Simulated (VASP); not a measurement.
Write the native input for VASP 6.6.1 that does the following.

| Property | Result |
| --- | --- |
| Task | single point |
| Functional | r2SCAN |
| Potentials or basis | VASP PAW PBE potentials, release 64 (Ba_sv, Hf_pv, O) |
| Cutoff | 520 eV |
| k mesh | 6 × 6 × 6 |
| Occupations | gaussian, width 0.01 eV |
| Spin | non-collinear spin, zero start, spin-orbit coupling |
| Starting moments | [[0.0, 0.0, 0.0], [0.0, 0.0, 0.0], [0.0, 0.0, 0.0], [0.0, 0.0, 0.0], [0.0, 0.0, 0.0]] μB |
| Dipole correction | no |
| Further INCAR settings | ALGO = Normal; EDIFF = 1e-07; NBANDS = 53 |

The system is BaHfO3.

```
Ba Hf O
1.0
     4.34414    0.00000    0.00000
     0.00000    4.34414    0.00000
     0.00000    0.00000    4.34414
Ba Hf O
1 1 3
Direct
  0.00000 0.00000 0.00000
  0.50000 0.50000 0.50000
  0.50000 0.50000 0.00000
  0.50000 0.00000 0.50000
  0.00000 0.50000 0.50000
```

This cell differs from its parent crystal: strain +4.0%.

These files were run (other wordings do the same):

POSCAR

```
BaHfO3
1.0
    4.3441411217      0.0000000000      0.0000000000
    0.0000000000      4.3441411217      0.0000000000
    0.0000000000      0.0000000000      4.3441411217
Ba Hf O
1 1 3
Direct
    0.0000000000      0.0000000000      0.0000000000
    0.5000000000      0.5000000000      0.5000000000
    0.5000000000      0.5000000000      0.0000000000
    0.5000000000      0.0000000000      0.5000000000
    0.0000000000      0.5000000000      0.5000000000
```

INCAR.step1

```
SYSTEM = BaHfO3
ALGO = Normal ; EDIFF = 1E-4
ENCUT = 520 ; GGA = PE
GGA_COMPAT = .FALSE. ; ISMEAR = 0
LASPH = .TRUE. ; LCHARG = .FALSE.
LMAXMIX = 4 ; LREAL = .FALSE.
LSORBIT = .TRUE. ; LWAVE = .TRUE.
MAGMOM = 0 0 0 0 0 0 0 0 0 0 0 0 0 0 0 ; NBANDS = 53
NELM = 150 ; PREC = Accurate
SIGMA = 0.01
```

INCAR.step2

```
SYSTEM = BaHfO3
ALGO = Normal ; EDIFF = 1E-7
ENCUT = 520 ; GGA_COMPAT = .FALSE.
ISIF = 2 ; ISMEAR = 0
ISTART = 1 ; LASPH = .TRUE.
LCHARG = .FALSE. ; LMAXMIX = 4
LMIXTAU = .TRUE. ; LORBIT = 11
LORBMOM = .TRUE. ; LREAL = .FALSE.
LSORBIT = .TRUE. ; LWAVE = .FALSE.
MAGMOM = 0 0 0 0 0 0 0 0 0 0 0 0 0 0 0 ; METAGGA = R2SCAN
NBANDS = 53 ; NELM = 150
PREC = Accurate ; SIGMA = 0.01
```

KPOINTS

```
k-points
0
G
  6 6 6
  0 0 0
```

Potentials or basis: VASP PAW PBE potentials, release 64 (Ba_sv, Hf_pv, O).

The run is started by

```console
$ cat potpaw_PBE.64/Ba_sv/POTCAR potpaw_PBE.64/Hf_pv/POTCAR potpaw_PBE.64/O/POTCAR > POTCAR
$ cp INCAR.step1 INCAR
$ mpirun -np 1 vasp_ncl > vasp.out
$ cp INCAR.step2 INCAR
$ mpirun -np 1 vasp_ncl > vasp.out
```

It gave:

| Quantity | Value |
| --- | --- |
| Pressure | -16.2 GPa |
| Net moment | 0.00 μB per cell |
| Valence electrons inside the program's atomic spheres | Ba 7.84; Hf 8.18; O 5.02 |

Caveat: the cell differs from its parent crystal (strain +4.0%); the PAW data sets were made with another functional, which shifts forces and pressure a little.

Wall time 17 min on 1 thread of Intel Xeon 8259CL, with other jobs on the host, peak memory 0.46 GiB.
